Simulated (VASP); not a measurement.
Cs: single point with PBE

Cs:

```
CELL_PARAMETERS angstrom
-3.14340 3.14340 3.14340
3.14340 -3.14340 3.14340
3.14340 3.14340 -3.14340
ATOMIC_POSITIONS crystal
Cs 0.00000 0.00000 0.00000
```

This cell differs from its parent crystal: strain +0.040 along x and y, +0.040 along z.

```yaml
Program: VASP 6.6.1
Task: single point
Functional: PBE
Potentials_or_basis: VASP PAW PBE potentials, release 64 (Cs_sv)
Cutoff: 520 eV
k_mesh: 12 × 12 × 12
Occupations: gaussian, width 0.15 eV
Spin: no spin polarisation
Dipole_correction: no
Further_INCAR_settings: ALGO = Normal; EDIFF = 1e-07; NBANDS = 10
```

| Item | Value |
| --- | --- |
| Pressure | -0.1 GPa |

Levels at points of the mesh, in eV from the Fermi level:
| k point | band 2 | band 3 | band 4 | band 5 | band 6 | band 7 |
| --- | --- | --- | --- | --- | --- | --- |
| (0.00, 0.00, 0.00) | -10.66 | -10.66 | -10.66 | -1.60 | 2.45 | 2.45 |
| (0.50, 0.00, 0.00) | -10.76 | -10.69 | -10.66 | 0.07 | 0.80 | 1.65 |
| (0.50, 0.50, 0.50) | -10.73 | -10.73 | -10.73 | 0.71 | 0.71 | 2.82 |

Run time: 71 s on 1 thread of AMD EPYC 7R43 64-Core Processor (Zen 3), on a shared host, peak memory 0.24 GiB.

Caveat: the cell differs from its parent crystal (strain +0.040 along x and y, +0.040 along z); spin-orbit coupling is left out, which moves the levels of the heavy elements.
